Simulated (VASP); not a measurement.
# SiC5 (P4/mmm) in VASP: a series of runs

SiC5 is run at these levels: PBE; tasks: single point, relaxation of cell and atoms.

All numbers are computed with VASP 6.6.1; they aren't measurements. Logs are shortened: lines on timing, memory, paths and dates and some standing lists are left out, and cuts for length are marked.

## 1. The cell of the first run

Symmetry: P4/mmm, No. 123, tetragonal system. Conventional cell: a = 4.606 Å, b = 4.606 Å, c = 4.460 Å, α = 90.00°, β = 90.00°, γ = 90.00°. Within 3.9 Å of Si (site symmetry 4/mmm) lie 12 C at 2.93 to 3.26 Å. C (site symmetry m2m) has 7 C at 1.92 to 2.72 Å within 2.8 Å. Within 3.4 Å of C (site symmetry 4/mmm) lie 8 C at 2.61 Å and 4 Si at 3.26 Å.

The cell was built from a structure type or drawn by symmetry, and may not be a known phase.

## 2. Single point, PBE

INCAR reads:

```
SYSTEM = SiC5
ALGO = Normal
EDIFF = 1E-6
ENCUT = 520
GGA = PE
ISIF = 2
ISMEAR = 0
LASPH = .True.
LCHARG = .False.
LREAL = .False.
LWAVE = .False.
NBANDS = 21
NELM = 80
PREC = Accurate
SIGMA = 0.1
```

KPOINTS reads:

```
k-points
0
Gamma
  4 4 4
  0 0 0
```

POSCAR reads:

```
SiC5
1.0
    4.6063352100      0.0000000000      0.0000000000
    0.0000000000      4.6063352100      0.0000000000
    0.0000000000      0.0000000000      4.4599924200
Si C
1 5
Direct
    0.5000000000      0.5000000000      0.0000000000
    0.7911188900      0.7911188900      0.5000000000
    0.2088811100      0.2088811100      0.5000000000
    0.2088811100      0.7911188900      0.5000000000
    0.7911188900      0.2088811100      0.5000000000
    0.0000000000      0.0000000000      0.0000000000
```

Potentials or basis: VASP PAW PBE potentials, release 64 (Si, C).

Launch:

```bash
$ cat potpaw_PBE.64/Si/POTCAR potpaw_PBE.64/C/POTCAR > POTCAR
$ mpirun -np 1 vasp_std > vasp.out
```

OUTCAR:

```text
SYSTEM = SiC5
   EDIFF = 1E-6
   ENCUT = 520
   GGA = PE
   ISIF = 2
   ISMEAR = 0
   LASPH = .True.
   LREAL = .False.
   NELM = 80
   PREC = Accurate

 ion  position               nearest neighbor table
   1  0.500  0.500  0.000-
   2  0.791  0.791  0.500-   4 1.92   5 1.92
   3  0.209  0.209  0.500-   4 1.92   5 1.92
   4  0.209  0.791  0.500-   2 1.92   3 1.92
   5  0.791  0.209  0.500-   2 1.92   3 1.92
   6  0.000  0.000  0.000-

  LATTYP: Found a simple tetragonal cell.
 ALAT       =     4.6063352100
 C/A-ratio  =     0.9682301041

  Lattice vectors:

 A1 = (   4.6063352100,   0.0000000000,   0.0000000000)
 A2 = (   0.0000000000,   4.6063352100,   0.0000000000)
 A3 = (   0.0000000000,   0.0000000000,   4.4599924200)

Analysis of symmetry for initial positions (statically):
=====================================================================
 Subroutine PRICEL returns:
 Original cell was already a primitive cell.

 Routine SETGRP: Setting up the symmetry group for a
 simple tetragonal supercell.

 Subroutine GETGRP returns: Found 16 space group operations
 (whereof 16 operations were pure point group operations)
 out of a pool of 16 trial point group operations.

The static configuration has the point symmetry D_4h.

Analysis of symmetry for dynamics (positions and initial velocities):
=====================================================================
 Subroutine PRICEL returns:
 Original cell was already a primitive cell.

 Routine SETGRP: Setting up the symmetry group for a
 simple tetragonal supercell.

 Subroutine GETGRP returns: Found 16 space group operations
 (whereof 16 operations were pure point group operations)
 out of a pool of 16 trial point group operations.

The dynamic configuration has the point symmetry D_4h.

 Subroutine INISYM returns: Found 16 space group operations
 (whereof 16 operations are pure point group operations),
 and found     1 'primitive' translations

----------------------------------------------------------------------------------------

                                     Primitive cell

  volume of cell :      94.6336

  direct lattice vectors                    reciprocal lattice vectors
     4.606335210  0.000000000  0.000000000     0.217092321  0.000000000  0.000000000
     0.000000000  4.606335210  0.000000000     0.000000000  0.217092321  0.000000000
     0.000000000  0.000000000  4.459992420     0.000000000  0.000000000  0.224215628

  length of vectors
     4.606335210  4.606335210  4.459992420     0.217092321  0.217092321  0.224215628

  position of ions in fractional coordinates (direct lattice)
     0.500000000  0.500000000  0.000000000
     0.791118890  0.791118890  0.500000000
     0.208881110  0.208881110  0.500000000
     0.208881110  0.791118890  0.500000000
     0.791118890  0.208881110  0.500000000
     0.000000000  0.000000000  0.000000000

  ion indices of the primitive-cell ions
   primitive index   ion index
                 1           1
                 2           2
                 3           3
                 4           4
                 5           5
                 6           6

----------------------------------------------------------------------------------------

 KPOINTS: k-points

Automatic generation of k-mesh.
 Grid dimensions read from file:
 generate k-points for:    4    4    4

 Generating k-lattice:

  Cartesian coordinates                     Fractional coordinates (reciprocal lattice)
     0.054273080  0.000000000  0.000000000     0.250000000  0.000000000  0.000000000
     0.000000000  0.054273080  0.000000000     0.000000000  0.250000000  0.000000000
     0.000000000  0.000000000  0.056053907     0.000000000  0.000000000  0.250000000

  Length of vectors
     0.054273080  0.054273080  0.056053907

  Shift w.r.t. Gamma in fractional coordinates (k-lattice)
     0.000000000  0.000000000  0.000000000

 Subroutine IBZKPT returns following result:
 ===========================================

 Found     18 irreducible k-points:

 Following reciprocal coordinates:
            Coordinates               Weight
  0.000000  0.000000  0.000000      1.000000
  0.250000  0.000000  0.000000      4.000000
  0.500000  0.000000  0.000000      2.000000
  0.250000  0.250000  0.000000      4.000000
  0.500000  0.250000  0.000000      4.000000
  0.500000  0.500000  0.000000      1.000000
[... 10 lines left out ...]
  0.500000  0.250000  0.500000      4.000000
  0.500000  0.500000  0.500000      1.000000
   k-points           NKPTS =     18   k-points in BZ     NKDIM =     18   number of bands    NBANDS=     21
   number of dos      NEDOS =    301   number of ions     NIONS =      6
   total plane-waves  NPLWV =  46656
   dimension x,y,z NGX =    36 NGY =   36 NGZ =   36
   dimension x,y,z NGXF=    72 NGYF=   72 NGZF=   72
   ions per type =               1   5
   NGX,Y,Z   is equivalent  to a cutoff of  12.99, 12.99, 13.42 a.u.
[... 93 lines left out ...]
      1     -11.1480      2.00000
      2      -8.4911      2.00000
      3      -6.2668      2.00000
      4      -5.8665      2.00000
      5      -3.9265      2.00000
      6      -3.5754      2.00000
[... 13 lines left out ...]
     20       4.8831      0.00000
     21       5.7044      0.00000

 k-point     4 :       0.2500    0.2500    0.0000
  band No.  band energies     occupation
      1     -11.2224      2.00000
      2      -7.6496      2.00000
      3      -7.2508      2.00000
      4      -5.8727      2.00000
      5      -4.6907      2.00000
      6      -2.8019      2.00000
[... 13 lines left out ...]
     20       6.3709      0.00000
     21       6.6944      0.00000

 k-point     5 :       0.5000    0.2500    0.0000
  band No.  band energies     occupation
      1     -10.9881      2.00000
      2      -8.2018      2.00000
      3      -7.0637      2.00000
      4      -5.7799      2.00000
      5      -5.4227      2.00000
      6      -2.4952      2.00000
[... 13 lines left out ...]
     20       5.5617      0.00000
     21       6.6062      0.00000

 k-point     6 :       0.5000    0.5000    0.0000
  band No.  band energies     occupation
      1     -10.7930      2.00000
      2      -7.6922      2.00000
      3      -7.6922      2.00000
      4      -6.4608      2.00000
      5      -5.7315      2.00000
      6      -1.9964      2.00000
[... 13 lines left out ...]
     20       6.2082      0.00000
     21       6.2082      0.00000

 k-point     7 :       0.0000    0.0000    0.2500
  band No.  band energies     occupation
      1     -11.4228      2.00000
      2      -6.9735      2.00000
      3      -6.5658      2.00000
      4      -6.5658      2.00000
      5      -4.7955      2.00000
      6      -2.2825      2.00000
[... 13 lines left out ...]
     20       5.3210      0.00000
     21       8.0689      0.00000
[... 147 lines left out ...]
      1     -11.0140      2.00000
      2      -7.5505      2.00000
      3      -7.3481      2.00000
      4      -6.3251      2.00000
      5      -4.5425      2.00000
      6      -2.7085      2.00000
[... 13 lines left out ...]
     20       6.1780      0.00000
     21       6.8240      0.00000

 k-point    15 :       0.5000    0.0000    0.5000
  band No.  band energies     occupation
      1     -10.7743      2.00000
      2      -8.0526      2.00000
      3      -7.3426      2.00000
      4      -6.1326      2.00000
      5      -4.9737      2.00000
      6      -3.3608      2.00000
[... 13 lines left out ...]
     20       6.2858      0.00000
     21       6.6317      0.00000

 k-point    16 :       0.2500    0.2500    0.5000
  band No.  band energies     occupation
      1     -10.8350      2.00000
      2      -7.4220      2.00000
      3      -7.2206      2.00000
      4      -7.0735      2.00000
      5      -4.6301      2.00000
      6      -3.7513      2.00000
[... 13 lines left out ...]
     20       5.8304      0.00000
     21       6.5652      0.00000

 k-point    17 :       0.5000    0.2500    0.5000
  band No.  band energies     occupation
      1     -10.6080      2.00000
      2      -7.8265      2.00000
      3      -7.2733      2.00000
      4      -6.8805      2.00000
      5      -4.7690      2.00000
      6      -4.4961      2.00000
[... 13 lines left out ...]
     20       5.6477      0.00000
     21       6.1425      0.00000

 k-point    18 :       0.5000    0.5000    0.5000
  band No.  band energies     occupation
      1     -10.4018      2.00000
      2      -7.5068      2.00000
      3      -7.5068      2.00000
      4      -7.1998      2.00000
      5      -5.3466      2.00000
      6      -4.5086      2.00000
[... 13 lines left out ...]
     20       5.4507      0.00000
     21       5.4593      0.00000

------------------------ aborting loop because EDIFF is reached ----------------------------------------

  FORCE on cell =-STRESS in cart. coord.  units (eV):
  Direction    XX          YY          ZZ          XY          YZ          ZX
  --------------------------------------------------------------------------------------
  -------------------------------------------------------------------------------------
  Total      -19.1808439    -19.1808439    -14.1044054      0.0000000      0.0000000      0.0000000
  in kB     -324.7379873   -324.7379873   -238.7922160      0.0000000      0.0000000      0.0000000
  external PRESSURE =    -296.0893969 kB  Pullay stress =       0.0000000 kB

 VOLUME and BASIS-vectors are now :
 -----------------------------------------------------------------------------
  energy-cutoff  :      520.00
  volume of cell :       94.63
      direct lattice vectors                 reciprocal lattice vectors
     4.606335210  0.000000000  0.000000000     0.217092321  0.000000000  0.000000000
     0.000000000  4.606335210  0.000000000     0.000000000  0.217092321  0.000000000
     0.000000000  0.000000000  4.459992420     0.000000000  0.000000000  0.224215628

 POSITION                                       TOTAL-FORCE (eV/Angst)
 -----------------------------------------------------------------------------------
      2.30317      2.30317      0.00000        -0.000000     -0.000000     -0.000000
      3.64416      3.64416      2.23000         3.269537      3.269537     -0.000000
      0.96218      0.96218      2.23000        -3.269537     -3.269537     -0.000000
      0.96218      3.64416      2.23000        -3.269537      3.269537     -0.000000
      3.64416      0.96218      2.23000         3.269537     -3.269537      0.000000
      0.00000      0.00000      0.00000        -0.000000     -0.000000     -0.000000
 -----------------------------------------------------------------------------------
    total drift:                                0.000000      0.000000      0.000000

  FREE ENERGIE OF THE ION-ELECTRON SYSTEM (eV)
  ---------------------------------------------------
  free  energy   TOTEN  =       -28.2124441987 eV

  energy  without entropy=      -28.1896095471  energy(sigma->0) =      -28.20102687
```

Run time: 53 s. Hardware: 1 thread of Intel Xeon 8259CL, shared host; peak memory 0.2 GiB.

Results:

```
Free energy            : -28.2124 eV
Pressure               : -29.6 GPa
Largest force          : 4.624 eV/Å
Band gap on the k mesh : zero (bands 12 and 13 overlap by 1.73 eV)
```

Forces in eV/Å, atoms in the order of the input:
```
Si   0.000  0.000  0.000
C    3.270  3.270  0.000
C   -3.270 -3.270  0.000
C   -3.270  3.270  0.000
C    3.270 -3.270  0.000
C    0.000  0.000  0.000
```

Caveat: the cell stands under tension; forces of over 1 eV/Å act on the atoms, so gaps and moduli don't describe the material at rest.

## 3. Single point, PBE

This run uses another cell than the first one, of 8.51 Å³/atom.

INCAR reads:

```
ALGO = Normal ; EDIFF = 1E-6
ENCUT = 520 ; GGA = PE
ISIF = 2 ; ISMEAR = 0
LASPH = True ; LCHARG = True
LELF = True ; LREAL = False
LVHAR = True ; LWAVE = False
NBANDS = 21 ; NELM = 100
PREC = Accurate ; SIGMA = 0.1
```

KPOINTS reads:

```
k-points
0
Gamma
  10 10 12
```

POSCAR reads:

```
SiC5
1.0
    4.1893245995      0.0000000000      0.0000000000
    0.0000000000      4.1893245995      0.0000000000
    0.0000000000      0.0000000000      2.9105366012
Si C
1 5
Direct
    0.5000000000      0.5000000000      0.0000000000
    0.8138676221      0.8138676221      0.5000000000
    0.1861323779      0.1861323779      0.5000000000
    0.1861323779      0.8138676221      0.5000000000
    0.8138676221      0.1861323779      0.5000000000
    0.0000000000      0.0000000000      0.0000000000
```

Potentials or basis: VASP PAW PBE potentials, release 64 (Si, C).

Launch:

```bash
$ cat potpaw_PBE.64/Si/POTCAR potpaw_PBE.64/C/POTCAR > POTCAR
$ mpirun -np 1 vasp_std > vasp.out
```

Wall time 1.9 min (1 thread of Intel Xeon 8259CL, shared host); peak memory 0.25 GiB.

It converged, with:

```yaml
Free_energy: -37.1068 eV
Pressure: 0.4 GPa
Largest_force: 0.071 eV/Å
Band_gap_on_the_k_mesh: zero (bands 12 and 13 overlap by 1.41 eV)
```

Forces on the atoms (eV/Å):
```
Si   0.000  0.000  0.000
C   -0.050 -0.050  0.000
C    0.050  0.050  0.000
C    0.050 -0.050  0.000
C   -0.050  0.050  0.000
C    0.000  0.000  0.000
```

Stress tensor (GPa, compression positive):
```
0.44 0.00 0.00
0.00 0.44 0.00
0.00 0.00 0.27
```

Levels at points of the mesh, in eV from the Fermi level:
| k point | band 8 | band 9 | band 10 | band 11 | band 12 | band 13 | band 14 | band 15 | band 16 | band 17 |
| --- | --- | --- | --- | --- | --- | --- | --- | --- | --- | --- |
| (0.00, 0.00, 0.00) | -4.39 | -3.88 | -3.83 | 0.07 | 0.07 | 0.63 | 1.87 | 1.87 | 3.86 | 5.06 |
| (0.50, 0.00, 0.00) | -4.85 | -3.69 | -1.07 | -0.01 | 0.34 | 0.44 | 1.93 | 3.02 | 4.12 | 4.97 |
| (0.50, 0.50, 0.00) | -3.44 | -3.18 | -3.18 | -0.36 | -0.36 | 0.92 | 0.92 | 1.79 | 2.02 | 5.27 |
| (0.00, 0.00, 0.50) | -6.87 | -5.60 | -2.50 | -2.50 | -2.25 | 1.27 | 2.41 | 2.41 | 3.24 | 4.54 |
| (0.50, 0.00, 0.50) | -5.58 | -4.85 | -4.00 | -2.67 | -1.72 | -0.58 | 0.98 | 4.86 | 6.44 | 6.96 |
| (0.50, 0.50, 0.50) | -6.56 | -4.42 | -2.64 | -1.14 | -1.14 | 2.50 | 2.50 | 4.43 | 4.89 | 5.43 |

## 4. Relaxation of cell and atoms, PBE

This run uses another cell than the first one, of 8.54 Å³/atom.

INCAR reads:

```
ALGO     = Normal         # electronic algorithm
EDIFF    = 1E-6           # SCF threshold, eV
EDIFFG   = -0.01          # ionic threshold
ENCUT    = 600            # plane-wave cutoff, eV
GGA      = PE             # functional
IBRION   = 2              # ionic algorithm
ISIF     = 3              # what is computed and relaxed
ISMEAR   = 0              # smearing method
LASPH    = True           # aspherical terms in the spheres
LCHARG   = False          # write CHGCAR
LREAL    = False          # projectors in reciprocal space
LWAVE    = False          # write WAVECAR
NELM     = 80             # most SCF steps
NSW      = 100            # ionic steps
PREC     = Accurate       # precision mode
SIGMA    = 0.1            # smearing width, eV
```

KPOINTS is that of step 3.

POSCAR reads:

```
SiC5
1.0
    3.8624757952      0.0000000000      0.0000000000
    0.0000000000      3.8624757952      0.0000000000
    0.0000000000      0.0000000000      3.4346146386
Si C
1 5
Direct
    0.5000000000      0.5000000000      0.0000000000
    0.8065240493      0.8065240493      0.5000000000
    0.1934759507      0.1934759507      0.5000000000
    0.1934759507      0.8065240493      0.5000000000
    0.8065240493      0.1934759507      0.5000000000
    0.0000000000      0.0000000000      0.0000000000
```

Launch:

```bash
$ cat potpaw_PBE.64/Si/POTCAR potpaw_PBE.64/C/POTCAR > POTCAR
$ mpirun -np 1 vasp_std > vasp.out
```

It took 27 min on 1 thread of Intel Xeon 8259CL, shared host; peak memory 0.27 GiB.

It converged, with:

- Free energy: -37.1140 eV
- Relaxed volume: 8.51 Å³/atom
- Relaxed cell: a = 4.187 Å, b = 4.187 Å, c = 2.911 Å, α = 90.00°, β = 90.00°, γ = 90.00°
- Space group after relaxing (to 0.1 Å): P4/mmm (No. 123)
- Energy gained by relaxing: 93.8 meV/atom
- Ionic steps: 26
- Pressure after relaxing: 0.0 GPa
- Largest force after relaxing: 0.008 eV/Å
- Band gap on the k mesh: zero (bands 12 and 13 overlap by 1.40 eV)

Forces in eV/Å, atoms in the order of the input:
```
Si   0.000  0.000  0.000
C    0.006  0.006  0.000
C   -0.006 -0.006  0.000
C   -0.006  0.006  0.000
C    0.006 -0.006  0.000
C    0.000  0.000  0.000
```

The path:
| step | energy change (eV) | largest force (eV/Å) | pressure (GPa) | volume (Å³) |
| --- | --- | --- | --- | --- |
| 1 | 0.0000 | 0.5024 | -0.03 | 51.24 |
| 2 | 0.0011 | 0.9569 | -5.67 | 51.22 |
| 3 | -0.0239 | 0.2573 | -2.99 | 51.23 |
| 4 | -0.0502 | 0.1440 | 0.69 | 50.17 |
| 5 | -0.0519 | 0.1040 | 1.94 | 49.85 |
| 6 | -0.0696 | 0.1345 | 1.99 | 50.11 |
| 7 | -0.2162 | 0.1352 | 0.57 | 50.85 |
| 8 | -0.4361 | 0.1018 | 0.34 | 52.12 |
| 9 | -0.4485 | 0.3848 | -0.49 | 52.28 |
| 10 | -0.5030 | 0.7074 | -1.49 | 52.57 |
| 11 | -0.4772 | 0.5784 | 0.14 | 53.09 |
| 12 | -0.5227 | 0.6716 | -1.02 | 52.78 |
| 13 | -0.5262 | 0.5534 | -1.26 | 52.87 |
| 14 | -0.5262 | 0.5443 | -1.28 | 52.88 |
| 15 | -0.5294 | 0.5012 | -1.42 | 52.83 |
| 16 | -0.5378 | 0.3758 | -1.83 | 52.70 |
| 17 | -0.5485 | 0.1351 | -2.59 | 52.45 |
| 18 | -0.5458 | 0.3421 | -3.93 | 51.93 |
| 19 | -0.5514 | 0.0562 | -3.16 | 52.23 |
| 20 | -0.5566 | 0.0362 | -2.34 | 51.91 |
| 21 | -0.5629 | 0.0202 | 0.14 | 51.00 |
| 22 | -0.5629 | 0.0187 | 0.06 | 51.03 |
| 23 | -0.5630 | 0.0049 | -0.02 | 51.04 |
| 24 | -0.5630 | 0.0164 | -0.05 | 51.04 |
| 25 | -0.5630 | 0.0153 | -0.05 | 51.04 |
| 26 | -0.5630 | 0.0081 | 0.01 | 51.03 |

Final structure:
```cif
data_structure
_symmetry_space_group_name_H-M 'P 1'
_symmetry_Int_Tables_number 1
_cell_length_a 4.1868
_cell_length_b 4.1868
_cell_length_c 2.9114
_cell_angle_alpha 90.000
_cell_angle_beta 90.000
_cell_angle_gamma 90.000
_cell_volume 51.03
loop_
_atom_site_label
_atom_site_type_symbol
_atom_site_fract_x
_atom_site_fract_y
_atom_site_fract_z
_atom_site_occupancy
Si1 Si 0.50000 0.50000 0.00000 1
C1 C 0.81347 0.81347 0.50000 1
C2 C 0.18653 0.18653 0.50000 1
C3 C 0.18653 0.81347 0.50000 1
C4 C 0.81347 0.18653 0.50000 1
C5 C 0.00000 0.00000 0.00000 1
```

Levels at points of the mesh, in eV from the Fermi level:
| k point | band 9 | band 10 | band 11 | band 12 | band 13 | band 14 | band 15 | band 16 |
| --- | --- | --- | --- | --- | --- | --- | --- | --- |
| (0.00, 0.00, 0.00) | -3.88 | -3.84 | 0.07 | 0.07 | 0.66 | 1.88 | 1.88 | 3.83 |
| (0.50, 0.00, 0.00) | -3.68 | -1.08 | 0.00 | 0.33 | 0.44 | 1.94 | 3.02 | 4.09 |
| (0.50, 0.50, 0.00) | -3.17 | -3.17 | -0.36 | -0.36 | 0.92 | 0.92 | 1.81 | 1.99 |
| (0.00, 0.00, 0.50) | -5.60 | -2.51 | -2.51 | -2.25 | 1.26 | 2.42 | 2.42 | 3.26 |
| (0.50, 0.00, 0.50) | -4.87 | -3.98 | -2.65 | -1.74 | -0.58 | 0.98 | 4.83 | 6.44 |
| (0.50, 0.50, 0.50) | -4.40 | -2.62 | -1.14 | -1.14 | 2.51 | 2.51 | 4.41 | 6.64 |

Caveat: a cell axis changed by over 15 % at a fixed basis, so the end point is rough.

## 5. The runs side by side

| task | cell | k mesh | cutoff (eV) | gap on the mesh (eV) | pressure (GPa) | largest force (eV/Å) |
| --- | --- | --- | --- | --- | --- | --- |
| single point | a = 4.606, b = 4.606, c = 4.460 Å, 6 atoms, atomic positions A | 4 × 4 × 4 | 520 | none | -29.6 | 4.62 |
| single point | a = 4.189, b = 4.189, c = 2.911 Å, 6 atoms, atomic positions B | 10 × 10 × 12 | 520 | none | 0.4 | 0.07 |
| relaxation of cell and atoms | relaxed from a = 3.862, b = 3.862, c = 3.435 Å, 6 atoms, atomic positions C | 10 × 10 × 12 | 600 | none | 0.0 | 0.01 |

Alike in all rows: level PBE; potentials or basis VASP PAW PBE potentials, release 64 (Si, C); no spin polarisation; smearing gaussian 0.1 eV.

Caveats: the cell stands under tension (at least some runs); forces of over 1 eV/Å act on the atoms, so gaps and moduli don't describe the material at rest (at least some runs); a cell axis changed by over 15 % at a fixed basis, so the end point is rough (at least some runs).

Total energies depend on the potentials used, so only differences within one code and one set of settings carry meaning.
